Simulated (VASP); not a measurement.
# BaTiO3 (Amm2) in VASP: notebook

Runs on BaTiO3. Level: PBE+U. Tasks: single point.

All numbers are computed with VASP 6.6.1; they aren't measurements. Logs are shortened: lines on timing, memory, paths and dates and some standing lists are left out, and cuts for length are marked.

## Step 1: The cell of the first run

Symmetry: Amm2, No. 38, orthorhombic system. Conventional cell: a = 4.078 Å, b = 5.847 Å, c = 5.772 Å, α = 90.00°, β = 90.00°, γ = 90.00°. Within 3.7 Å of Ba (site symmetry mm2) lie 12 O at 2.79 to 2.98 Å and 8 Ti at 3.48 to 3.59 Å. Ti (site symmetry mm2) has 6 O at 1.91 to 2.21 Å within 2.5 Å. Within 3.0 Å of O (site symmetry mm2) lie 2 Ti at 2.05 Å and 4 Ba at 2.79 to 2.98 Å and 8 O at 2.87 to 2.92 Å. Within 2.5 Å of O (site symmetry m) lie 2 Ti at 1.91 to 2.21 Å.

## Step 2: Single point, PBE+U (strain +0.0175 x Voigt [1, 1, 0, 0, 0, 0])

File INCAR:

```
ALGO = Normal ; EDIFF = 1E-7
ENCUT = 520 ; GGA = PE
ISIF = 2 ; ISMEAR = 0
LASPH = True ; LCHARG = True
LDAU = True ; LDAUJ = 0 0 0
LDAUL = -1 2 -1 ; LDAUPRINT = 1
LDAUTYPE = 2 ; LDAUU = 0 4 0
LELF = True ; LMAXMIX = 4
LREAL = False ; LVHAR = True
LWAVE = False ; NBANDS = 28
NELM = 150 ; PREC = Accurate
SIGMA = 0.05
```

File KPOINTS:

```
k-points
0
Gamma
  6 6 6
```

File POSCAR:

```
BaTiO3
1.0
    4.0783633154      0.0000000000      0.0000000000
    0.0000000000      2.9235638979      2.8859183788
    0.0000000000     -2.9235638979      2.8859183788
Ba Ti O
1 1 3
Direct
    0.0000000000      0.0080771845      0.0080771845
    0.5000000000      0.5197092871      0.5197092871
    0.0000000000      0.4916268390      0.4916268390
    0.5000000000      0.4938075372      0.9829991522
    0.5000000000      0.9829991522      0.4938075372
```

Potentials or basis: VASP PAW PBE potentials, release 64 (Ba_sv, Ti_sv, O).

The run is started by

```bash
> cat potpaw_PBE.64/Ba_sv/POTCAR potpaw_PBE.64/Ti_sv/POTCAR potpaw_PBE.64/O/POTCAR > POTCAR
> mpirun -np 1 vasp_std > vasp.out
```

OUTCAR:

```text
EDIFF = 1E-7
   ENCUT = 520
   GGA = PE
   ISIF = 2
   ISMEAR = 0
   LASPH = True
   LREAL = False
   NELM = 150
   PREC = Accurate

 ion  position               nearest neighbor table
   1  0.000  0.008  0.008-   3 2.79   4 2.86   5 2.86   4 2.86   5 2.86   3 2.93   3 2.93   5 2.94
                             4 2.94   5 2.94   4 2.94   3 2.98   2 3.48   2 3.48   2 3.57   2 3.57
   2  0.500  0.520  0.520-   4 1.91   5 1.91   3 2.05   3 2.05   5 2.21   4 2.21   1 3.48   1 3.48
                             1 3.57   1 3.57   1 3.57   1 3.57   1 3.59   1 3.59
   3  0.000  0.492  0.492-   2 2.05   2 2.05   1 2.79   1 2.93   1 2.93   1 2.98
   4  0.500  0.494  0.983-   2 1.91   2 2.21   1 2.86   1 2.86   1 2.94   1 2.94
   5  0.500  0.983  0.494-   2 1.91   2 2.21   1 2.86   1 2.86   1 2.94   1 2.94

  LATTYP: Found a base centered orthorhombic cell.
 ALAT       =     5.7718367576
 B/A-ratio  =     1.0130445543
 C/A-ratio  =     0.7065971348

  Lattice vectors:

 A1 = (   0.0000000000,   2.9235638979,   2.8859183788)
 A2 = (   0.0000000000,  -2.9235638979,   2.8859183788)
 A3 = (   4.0783633154,   0.0000000000,   0.0000000000)

Analysis of symmetry for initial positions (statically):
=====================================================================
 Subroutine PRICEL returns:
 Original cell was already a primitive cell.

 Routine SETGRP: Setting up the symmetry group for a
 base centered orthorhombic supercell.

 Subroutine GETGRP returns: Found  4 space group operations
 (whereof  4 operations were pure point group operations)
 out of a pool of  8 trial point group operations.

The static configuration has the point symmetry C_2v.

Analysis of symmetry for dynamics (positions and initial velocities):
=====================================================================
 Subroutine PRICEL returns:
 Original cell was already a primitive cell.

 Routine SETGRP: Setting up the symmetry group for a
 base centered orthorhombic supercell.

 Subroutine GETGRP returns: Found  4 space group operations
 (whereof  4 operations were pure point group operations)
 out of a pool of  8 trial point group operations.

The dynamic configuration has the point symmetry C_2v.

 Subroutine INISYM returns: Found  4 space group operations
 (whereof  4 operations are pure point group operations),
 and found     1 'primitive' translations

----------------------------------------------------------------------------------------

                                     Primitive cell

  volume of cell :      68.8197

  direct lattice vectors                    reciprocal lattice vectors
     4.078363315  0.000000000  0.000000000     0.245196399  0.000000000  0.000000000
     0.000000000  2.923563898  2.885918379     0.000000000  0.171024140  0.173255073
     0.000000000 -2.923563898  2.885918379     0.000000000 -0.171024140  0.173255073

  length of vectors
     4.078363315  4.108010559  4.108010559     0.245196399  0.243447277  0.243447277

  position of ions in fractional coordinates (direct lattice)
     0.000000000  0.008077185  0.008077185
     0.500000000  0.519709287  0.519709287
     0.000000000  0.491626839  0.491626839
     0.500000000  0.493807537  0.982999152
     0.500000000  0.982999152  0.493807537

  ion indices of the primitive-cell ions
   primitive index   ion index
                 1           1
                 2           2
                 3           3
                 4           4
                 5           5

----------------------------------------------------------------------------------------

[... 52 lines left out ...]
   number of dos      NEDOS =    301   number of ions     NIONS =      5
   total plane-waves  NPLWV =  30720
   dimension x,y,z NGX =    30 NGY =   32 NGZ =   32
   dimension x,y,z NGXF=    60 NGYF=   64 NGZF=   64
   ions per type =               1   1   3
   NGX,Y,Z   is equivalent  to a cutoff of  12.23, 12.95, 12.95 a.u.
   NGXF,Y,Z  is equivalent  to a cutoff of  24.46, 25.90, 25.90 a.u.
 SYSTEM =  unknown system
   PREC   = accura    normal or accurate (medium, high low for compatibility)
   ISTART =      0    job   : 0-new  1-cont  2-samecut
   ICHARG =      2    charge: 1-file 2-atom 10-const
   ISPIN  =      1    spin polarized calculation?
   LNONCOLLINEAR =      F non collinear calculations
   LSORBIT =      F    spin-orbit coupling
   LASPH  =      T    aspherical Exc in radial PAW
   ENCUT  =  520.0 eV  38.22 Ry    6.18 a.u.   7.58  7.64  7.64*2*pi/ulx,y,z
   NELM   =    150;   NELMIN=  2; NELMDL= -5     # of ELM steps
   EDIFF  = 0.1E-06   stopping-criterion for ELM
   LREAL  =      F    real-space projection
   EDIFFG = 0.1E-05   stopping-criterion for IOM
   NSW    =      0    number of steps for IOM
   IBRION =     -1    ionic relax: 0-MD 1-quasi-New 2-CG
   NFREE  =      0    steps in history (QN), initial steepest desc. (CG)
   ISIF   =      2    stress and relaxation
   ISYM   =      2    0-nonsym 1-usesym 2-fastsym
   POTIM  = 0.5000    time-step for ionic-motion
   TEBEG  =    0.0;   TEEND  =   0.0 temperature during run
   PSTRESS=    0.0 pullay stress
   NELECT =      40.0000    total number of electrons
   NUPDOWN=      -1.0000    fix difference up-down
   EMIN   =  10.00;   EMAX   =-10.00  energy-range for DOS
   EFERMI =   0.00;   METHOD = LEGACY
   ISMEAR =     0;   SIGMA  =   0.05  broadening in eV -4-tet -1-fermi 0-gaus
   EFERMI_NEDOS =   21; number of points for ismear=-14 and -15
   IALGO  =     38    algorithm
   IMIX   =      4    mixing-type and parameters
     AMIX     =   0.40;   BMIX     =  1.00
     AMIX_MAG =   1.60;   BMIX_MAG =  1.00
  volume/ion in A,a.u.               =      13.76        92.88
  Fermi-wavevector in a.u.,A,eV,Ry     =   1.366231  2.581801 25.396442  1.866586
  Thomas-Fermi vector in A             =   2.492389
   LORBIT       =      0    0 simple, 1 ext, 2 COOP (PROOUT), +10 PAW based schemes
 LDA+U is selected, type is set to LDAUTYPE =  2
   angular momentum for each species LDAUL =    -1    2   -1
   U (eV)           for each species LDAUU =   0.0  4.0  0.0
   J (eV)           for each species LDAUJ =   0.0  0.0  0.0
   GGA     = PE    functional components
   LHFCALC =     F    Hartree Fock is set to
   AEXX    =    0.0000 exact exchange contribution
   IVDW    =     0    specifies the selected vdW correction
   LEPSILON=     F    determine dielectric tensor
   LRPA    =     F    only Hartree local field effects (RPA)
 non-spin polarized calculation
 Gauss-broadening in eV      SIGMA  =   0.05
  energy-cutoff  :      520.00
  volume of cell :       68.82
 maximum number of plane-waves:      1872
   NGX = 15   NGY = 15   NGZ = 15

atom =   2  type =  2  l = 2

 onsite density matrix

spin component  1

  0.1061  0.0000  0.0000  0.0000  0.0000
  0.0000  0.2375  0.0000  0.0000  0.0000
  0.0000  0.0000  0.1335  0.0000 -0.0442
  0.0000  0.0000  0.0000  0.1045  0.0000
  0.0000  0.0000 -0.0442  0.0000  0.2053

spin component  2

  0.1061  0.0000  0.0000  0.0000  0.0000
  0.0000  0.2375  0.0000  0.0000  0.0000
  0.0000  0.0000  0.1335  0.0000 -0.0442
  0.0000  0.0000  0.0000  0.1045  0.0000
  0.0000  0.0000 -0.0442  0.0000  0.2053

 occupancies and eigenvectors

  o =  0.1045  v =  0.0000  0.0000  0.0000  1.0000  0.0000  0.0000  0.0000  0.0000  0.0000  0.0000      0.0000  0.0000  0.0000  0.0000  0.0000  0.0000  0.0000  0.0000  0.0000  0.0000
  o =  0.1045  v =  0.0000  0.0000  0.0000  0.0000  0.0000  0.0000  0.0000  0.0000  1.0000  0.0000      0.0000  0.0000  0.0000  0.0000  0.0000  0.0000  0.0000  0.0000  0.0000  0.0000
  o =  0.1061  v =  1.0000  0.0000  0.0000  0.0000  0.0000  0.0000  0.0000  0.0000  0.0000  0.0000      0.0000  0.0000  0.0000  0.0000  0.0000  0.0000  0.0000  0.0000  0.0000  0.0000
  o =  0.1061  v =  0.0000  0.0000  0.0000  0.0000  0.0000  1.0000  0.0000  0.0000  0.0000  0.0000      0.0000  0.0000  0.0000  0.0000  0.0000  0.0000  0.0000  0.0000  0.0000  0.0000
  o =  0.1125  v =  0.0000  0.0000 -0.9030  0.0000 -0.4297  0.0000  0.0000  0.0000  0.0000  0.0000      0.0000  0.0000  0.0000  0.0000  0.0000  0.0000  0.0000  0.0000  0.0000  0.0000
  o =  0.1125  v =  0.0000  0.0000  0.0000  0.0000  0.0000  0.0000  0.0000 -0.9030  0.0000 -0.4297      0.0000  0.0000  0.0000  0.0000  0.0000  0.0000  0.0000  0.0000  0.0000  0.0000
  o =  0.2264  v =  0.0000  0.0000  0.0000  0.0000  0.0000  0.0000  0.0000 -0.4297 -0.0000  0.9030      0.0000  0.0000  0.0000  0.0000  0.0000  0.0000  0.0000  0.0000  0.0000  0.0000
  o =  0.2264  v =  0.0000  0.0000 -0.4297 -0.0000  0.9030  0.0000  0.0000  0.0000  0.0000  0.0000      0.0000  0.0000  0.0000  0.0000  0.0000  0.0000  0.0000  0.0000  0.0000  0.0000
  o =  0.2375  v =  0.0000  0.0000  0.0000  0.0000  0.0000  0.0000  1.0000  0.0000  0.0000  0.0000      0.0000  0.0000  0.0000  0.0000  0.0000  0.0000  0.0000  0.0000  0.0000  0.0000
  o =  0.2375  v =  0.0000  1.0000  0.0000  0.0000  0.0000  0.0000  0.0000  0.0000  0.0000  0.0000      0.0000  0.0000  0.0000  0.0000  0.0000  0.0000  0.0000  0.0000  0.0000  0.0000

 number of electron      39.9999989 magnetization

 Free energy of the ion-electron system (eV)
  ---------------------------------------------------
  ext. energy  EPLUGINS =         0.00000000
  ---------------------------------------------------
  free energy    TOTEN  =       -37.31129169 eV

  energy without entropy =      -37.31129169  energy(sigma->0) =      -37.31129169

 E-fermi :   3.7872     XC(G=0): -10.8851

 val. band max:        3.4486598414   @ k =   0.5000   0.5000   0.5000
 cond. band min:       5.8609964818   @ k =   0.0000   0.0000   0.0000
 fundamental gap:      2.4123366404
 Fermi energy:         3.7872268013

 k-point     1 :       0.0000    0.0000    0.0000
  band No.  band energies     occupation
      1     -54.3726      2.00000
      2     -30.5557      2.00000
      3     -30.5257      2.00000
      4     -30.5073      2.00000
      5     -21.5907      2.00000
      6     -13.3442      2.00000
[... 733 lines left out ...]
     27      11.2050      0.00000
     28      11.6150      0.00000

 [... further k-points ...]
[... 5 lines left out ...]
  --------------------------------------------------------------------------------------
  -------------------------------------------------------------------------------------
  Total       -1.3472032     -1.3677762      0.1299962      0.0000000      0.0000000      0.0000000
  in kB      -31.3639777    -31.8429352      3.0264156      0.0000000      0.0000000      0.0000000
  external PRESSURE =     -20.0601658 kB  Pullay stress =       0.0000000 kB

 VOLUME and BASIS-vectors are now :
 -----------------------------------------------------------------------------
  energy-cutoff  :      520.00
  volume of cell :       68.82
      direct lattice vectors                 reciprocal lattice vectors
     4.078363315  0.000000000  0.000000000     0.245196399  0.000000000  0.000000000
     0.000000000  2.923563898  2.885918379     0.000000000  0.171024140  0.173255073
     0.000000000 -2.923563898  2.885918379     0.000000000 -0.171024140  0.173255073

 POSITION                                       TOTAL-FORCE (eV/Angst)
 -----------------------------------------------------------------------------------
      0.00000      0.00000      0.04662         0.000000      0.000000     -0.026302
      2.03918      0.00000      2.99968         0.000000      0.000000     -0.345087
      0.00000      0.00000      2.83759         0.000000      0.000000      0.068661
      2.03918     -1.43018      4.26194         0.000000     -0.109907      0.151364
      2.03918      1.43018      4.26194         0.000000      0.109907      0.151364
 -----------------------------------------------------------------------------------
    total drift:                                0.000000      0.000001     -0.000199

  FREE ENERGIE OF THE ION-ELECTRON SYSTEM (eV)
  ---------------------------------------------------
  free  energy   TOTEN  =       -37.3112916878 eV

  energy  without entropy=      -37.3112916878  energy(sigma->0) =      -37.31129169
```

Wall time 1.9 min (1 thread of Intel Xeon Platinum 8259CL at 2.50GHz (Skylake/Cascade Lake), shared host); peak memory 0.24 GiB.

Results:

* Free energy: -37.3113 eV
* Pressure: -2.0 GPa
* Largest force: 0.345 eV/Å
* Band gap on the k mesh: 2.41 eV (least direct gap 2.87 eV)

Forces in eV/Å, atoms in the order of the input:
```
Ba   0.000  0.000 -0.026
Ti   0.000  0.000 -0.345
O    0.000  0.000  0.069
O    0.000 -0.110  0.151
O    0.000  0.110  0.151
```

Eigenvalues of the final occupation matrices:
```csv
site,spin,trace,eigenvalues
site 2 d,1,0.79,0.10 0.11 0.11 0.23 0.24
site 2 d,2,0.79,0.10 0.11 0.11 0.23 0.24
```

Caveat: the cell differs from its parent crystal (strain +0.0175 x Voigt [1, 1, 0, 0, 0, 0]); spin-orbit coupling is left out, which moves the levels of the heavy elements. A k mesh can miss the band edges.

## Step 3: Single point, PBE+U (strain +0.0200 x Voigt [1, 1, 0, 0, 0, 0])

File INCAR:

```
SYSTEM = BaTiO3
ALGO = Normal
EDIFF = 1E-6
ENCUT = 520
GGA = PE
ISIF = 2
ISMEAR = 0
LASPH = .True.
LCHARG = .False.
LDAU = .True.
LDAUJ = 0 0 0
LDAUL = -1 2 -1
LDAUPRINT = 1
LDAUTYPE = 2
LDAUU = 0 4 0
LMAXMIX = 4
LREAL = .False.
LWAVE = .False.
NBANDS = 28
NELM = 150
PREC = Accurate
SIGMA = 0.05
```

File KPOINTS:

```
k-points
0
Gamma
  6 6 6
  0 0 0
```

POSCAR, as its differences from that of step 2:

```diff
@@ -2,5 +2,5 @@
 1.0
-    4.0783633154      0.0000000000      0.0000000000
-    0.0000000000      2.9235638979      2.8859183788
-    0.0000000000     -2.9235638979      2.8859183788
+    4.0883838641      0.0000000000      0.0000000000
+    0.0000000000      2.9307471015      2.8859183788
+    0.0000000000     -2.9307471015      2.8859183788
 Ba Ti O
```

Potentials or basis: VASP PAW PBE potentials, release 64 (Ba_sv, Ti_sv, O).

The run is started by

```bash
> cat potpaw_PBE.64/Ba_sv/POTCAR potpaw_PBE.64/Ti_sv/POTCAR potpaw_PBE.64/O/POTCAR > POTCAR
> mpirun -np 1 vasp_std > vasp.out
```

Run time: 1.9 min. Hardware: 1 thread of Intel Xeon Platinum 8259CL at 2.50GHz (Skylake/Cascade Lake), shared host; peak memory 0.25 GiB.

It converged, with:

```yaml
Free_energy: -37.3040 eV
Pressure: -2.7 GPa
Largest_force: 0.312 eV/Å
Band_gap_on_the_k_mesh: 2.40 eV (least direct gap 2.86 eV)
```

Forces on the atoms (eV/Å):
```
Ba   0.000  0.000 -0.024
Ti   0.000  0.000 -0.312
O    0.000  0.000  0.076
O    0.000 -0.083  0.130
O    0.000  0.083  0.130
```

Stress tensor (GPa, compression positive):
```
-3.94  0.00  0.00
 0.00 -4.09  0.00
 0.00  0.00 -0.09
```

Levels at points of the mesh, in eV from the valence-band top:
| k point | band 18 | band 19 | band 20 | band 21 | band 22 | band 23 |
| --- | --- | --- | --- | --- | --- | --- |
| (0.00, 0.00, 0.00) | -0.49 | -0.48 | -0.46 | 2.40 | 2.43 | 2.56 |
| (0.50, 0.00, 0.00) | -1.43 | -1.11 | -1.03 | 2.68 | 3.64 | 3.80 |
| (0.00, 0.50, 0.00) | -1.63 | -0.93 | -0.83 | 2.55 | 3.72 | 3.75 |
| (0.50, 0.50, 0.00) | -1.00 | -0.97 | -0.10 | 3.74 | 3.77 | 4.12 |
| (0.00, 0.50, 0.50) | -0.90 | -0.89 | -0.20 | 3.76 | 3.79 | 4.08 |
| (0.50, 0.50, 0.50) | -0.13 | -0.05 | 0.00 | 4.21 | 4.27 | 4.36 |

Eigenvalues of the final occupation matrices:
| site | spin | trace | eigenvalues |
| --- | --- | --- | --- |
| site 2 d | 1 | 0.78 | 0.10 0.11 0.11 0.23 0.24 |
| site 2 d | 2 | 0.78 | 0.10 0.11 0.11 0.23 0.24 |

Caveat: the cell differs from its parent crystal (strain +0.0200 x Voigt [1, 1, 0, 0, 0, 0]); spin-orbit coupling is left out, which moves the levels of the heavy elements.

(Continued in part 2 of 2.)
